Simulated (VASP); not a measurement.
Runs of VASP 6.6.1 on Gd. It takes space group Fm-3m (No. 225, cubic). Conventional cell: a = 5.172 Å, b = 5.172 Å, c = 5.172 Å, α = 90.00°, β = 90.00°, γ = 90.00°. Within 4.8 Å of Gd (site symmetry m-3m) lie 12 Gd at 3.66 Å. 

```tsv
smearing	gap on the mesh (eV)	pressure (GPa)	moment (μB)
fermi-dirac 0.3 eV	none	-2.5	7.19
fermi-dirac 0.2 eV	none	(a)	(b)
fermi-dirac 0.1 eV	none	-4.3	7.40
fermi-dirac 0.5 eV	none	-1.0	7.03
```

Alike in all rows: task single point; level LDA; potentials or basis VASP PAW PBE potentials, release 64 (Gd); spin collinear, ferromagnetic start; cell as given; k mesh 5 × 5 × 5; cutoff (eV) 520.

Q: Estimate the missing entries.

A: (a) -3.3; (b) 7.28.

Caveats: all runs use coarse meshes; the PAW data sets were made with another functional, which shifts forces and pressure a little; spin-orbit coupling is left out, which moves the levels of the heavy elements.

A k mesh can miss the band edges, and the runs leave out spin-orbit coupling on Gd.

A gap of «none» marks levels without a gap at the run's occupations.
